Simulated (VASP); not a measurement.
Wanted: the native input for a VASP 6.6.1 run.

```yaml
Task: relaxation of cell and atoms
Functional: PBE
Potentials_or_basis: VASP PAW PBE potentials, release 64 (Au)
Cutoff: 600 eV
k_mesh: 14 × 14 × 14
Occupations: fermi-dirac, width 0.03 eV
Spin: no spin polarisation
Dipole_correction: no
Further_INCAR_settings: ALGO = Normal; EDIFF = 1e-07; IBRION = 2; EDIFFG = -0.005; NSW = 100; ISIF = 3
```

The structure of Au lies in POSCAR:

```
Au
1.0
    0.0000000000      1.9678118992      1.9678118992
    1.9678118992      0.0000000000      1.9678118992
    1.9678118992      1.9678118992      0.0000000000
Au
1
Direct
    0.0000000000      0.0000000000      0.0000000000
```

One way to write it, as run:

INCAR

```
PREC = Accurate
ENCUT = 600
EDIFF = 1E-7
ISMEAR = -1
SIGMA = 0.03
LREAL = F
LASPH = T
NELM = 80
ALGO = Normal
ISIF = 3
LWAVE = F
LCHARG = F
GGA = PE
IBRION = 2
NSW = 100
EDIFFG = -0.005
```

KPOINTS

```
regular mesh
0
Gamma
  14 14 14
```

Potentials or basis: VASP PAW PBE potentials, release 64 (Au).

The run is started by

```bash
$ cat potpaw_PBE.64/Au/POTCAR > POTCAR
$ mpirun -np 1 vasp_std > vasp.out
```

Results of the run:

- Relaxed volume: 17.92 Å³/atom
- Relaxed cell: a = 2.938 Å, b = 2.938 Å, c = 2.938 Å, α = 60.00°, β = 60.00°, γ = 60.00°
- Space group after relaxing (to 0.05 Å): Fm-3m (No. 225)
- Energy gained by relaxing: 259.4 meV/atom
- Ionic steps: 5
- Pressure after relaxing: 0.0 GPa

Caveat: the volume moved by over 15 % at a fixed basis, so the end points are rough.

Run time: 36 s on 1 thread of Intel Xeon 6975P-C, with other jobs on the host, peak memory 0.17 GiB.
